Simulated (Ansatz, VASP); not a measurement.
## La: VASP beside Ansatz

File INCAR:

```
  ALGO = Normal
  EDIFF = 1E-6
  ENCUT = 520
  GGA = PE
  ISIF = 2
  ISMEAR = -1
  LASPH = T
  LCHARG = F
  LREAL = F
  LWAVE = F
  NBANDS = 30
  NELM = 60
  PREC = Accurate
  SIGMA = 0.05
```

KPOINTS

```
k-points
0
Gamma
  8 8 3
```

File POSCAR:

```
La
1.0
    3.8439403405      0.0000000000      0.0000000000
   -1.9219701703      3.3289499856      0.0000000000
    0.0000000000      0.0000000000     12.3974723078
La
4
Direct
    0.6666666667      0.3333333333      0.2500000000
    0.3333333333      0.6666666667      0.7500000000
    0.0000000000      0.0000000000      0.5000000000
    0.0000000000      0.0000000000      0.0000000000
```

Contents of input.yaml:

```yaml
crystal:
  lattice:
    - [3.8439403405, 0.0, 0.0]
    - [-1.9219701703, 3.3289499856, 0.0]
    - [0.0, 0.0, 12.3974723078]
  atoms:
    - { symbol: La, position: [0.6666666667, 0.3333333333, 0.25] }
    - { symbol: La, position: [0.3333333333, 0.6666666667, 0.75] }
    - { symbol: La, position: [0.0, 0.0, 0.5] }
    - { symbol: La, position: [0.0, 0.0, 0.0] }
hamiltonian:
  xc: pbe
  pseudopotentials: { kind: paw }
kpoints:
  mp_grid: { grid: [8, 8, 3] }
scf:
  occupations: { method: fermi_dirac, width: 0.05 }
output:
  forces: true
  stress: true
  eigenvalues: true
  write_density: true
  write_potential: true
  elf: true
  volumetric_format: npy
```

Alike in both runs: task single point; functional PBE; k mesh 8 × 8 × 3; occupations fermi-dirac, width 0.05 eV; no spin polarisation.

|  | VASP | Ansatz |
| --- | --- | --- |
| version | VASP 6.6.1 | Ansatz 0.2.0 |
| potentials or method | VASP PAW PBE potentials, release 64 (La) | Ansatz PAW |
| plane-wave cutoff (eV) | 520 | 420 |
| valence electrons in the cell | 44 | 44 |

VASP gave:

```
gap on the k mesh at the Fermi level (eV) : none
pressure (GPa)                            : -1.5
```

Problem. What did Ansatz give for the same quantities?

Solution. gap on the k mesh at the Fermi level (eV): none; pressure (GPa): -1.6.

A gap of «none» marks a metal or a gap that the smearing closes.

Neither program's run includes spin-orbit coupling.
